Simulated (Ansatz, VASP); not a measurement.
Two plane-wave programs on As

The input INCAR:

```
  PREC = Accurate
  ENCUT = 520
  EDIFF = 1E-7
  ISMEAR = 0
  SIGMA = 0.01
  LREAL = False
  LASPH = True
  NELM = 60
  ALGO = Normal
  ISIF = 2
  LWAVE = False
  LCHARG = False
  LDIPOL = True
  IDIPOL = 3
  DIPOL = 0.5 0.5 0.347
  GGA = PE
  NBANDS = 12
```

The input KPOINTS:

```
Automatic mesh
0
Gamma
  6 6 1
```

Contents of POSCAR:

```
As
1.0
    3.5749013640      0.0000000000      0.0000000000
   -1.7874506820      3.0959553972      0.0000000000
    0.0000000000      0.0000000000     26.4156438000
As
2
Direct
    0.3333333333      0.6666666667      0.3206195636
    0.6666666667      0.3333333333      0.3724478490
```

Input for Ansatz:

```yaml
crystal:
  lattice:
    - [3.574901364, 0.0, 0.0]
    - [-1.787450682, 3.0959553972, 0.0]
    - [0.0, 0.0, 26.4156438]
  atoms:
    - { symbol: As, position: [0.3333333333, 0.6666666667, 0.3206195636] }
    - { symbol: As, position: [0.6666666667, 0.3333333333, 0.372447849] }
  periodic: [true, true, false]
kpoints:
  mp_grid: { grid: [6, 6, 1] }
hamiltonian:
  xc: pbe
scf:
  occupations: { method: fixed }
output:
  optics:
    e_range: [0, 13]
    de: 0.05
    sigma: 0.1
    bands: { spectra_wanted_up_to: 13 }
```

Alike in both runs: task single point; functional PBE; k mesh 6 × 6 × 1; no spin polarisation.

|  | VASP | Ansatz |
| --- | --- | --- |
| version | VASP 6.6.1 | Ansatz 0.2.0 |
| potentials or method | VASP PAW PBE potentials, release 64 (As) | plane waves, PAW |
| plane-wave cutoff (eV) | 520 | 420 |
| occupations | gaussian, width 0.01 eV | fixed |
| valence electrons in the cell | 10 | 30 |

```csv
,VASP,Ansatz,Ansatz less VASP
gap on the k mesh at the Fermi level (eV),1.67,1.67,-0.002
```

VASP's potentials hold 10 valence electrons a cell and Ansatz's 30, so a difference there can come from the potentials and not from the codes.
